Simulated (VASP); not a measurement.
A run of VASP 6.6.1:

INCAR

```
ALGO = Normal ; EDIFF = 1E-6
ENCUT = 600 ; GGA = PE
GGA_COMPAT = F ; ISIF = 2
ISMEAR = 0 ; ISPIN = 2
LASPH = T ; LCHARG = F
LMAXMIX = 4 ; LORBIT = 11
LREAL = F ; LWAVE = F
MAGMOM = 0 0 0 0 1 0 0 0 ; NBANDS = 43
NELM = 200 ; PREC = Accurate
SIGMA = 0.1
```

KPOINTS

```
k-points
0
Gamma
  4 4 2
```

File POSCAR:

```
Na4TiO3
1.0
    2.8117199430     -2.7765022642      0.0000000000
    2.8117199430      2.7765022642      0.0000000000
   -0.9135751408      0.0000000000      8.0421719491
Na Ti O
4 1 3
Direct
    0.0336519307      0.3286351825      0.8989828102
    0.6713648175      0.9663480693      0.1010171898
    0.4907239554      0.6076042425      0.6959273682
    0.3923957575      0.5092760446      0.3040726318
    0.9536000041      0.0463999959      0.5000000000
    0.9641573740      0.5461698892      0.5309767364
    0.4538301108      0.0358426260      0.4690232636
    0.5398854929      0.4601145071      0.0000000000
```

Potentials or basis: VASP PAW PBE potentials, release 64 (Na_pv, Ti_sv, O).

Launch:

```sh
$ cat potpaw_PBE.64/Na_pv/POTCAR potpaw_PBE.64/Ti_sv/POTCAR potpaw_PBE.64/O/POTCAR > POTCAR
$ mpirun -np 1 vasp_std > vasp.out
```

Hardware: 1 thread of Oxide Virtual Turin-like Processor, with other jobs on the host.

Task: How long does it take, and how much memory?

Result: Run time: 2.2 min on 1 thread of Oxide Virtual Turin-like Processor (shared host), peak memory 0.34 GiB. Counts: scf iterations 17, k points 14.
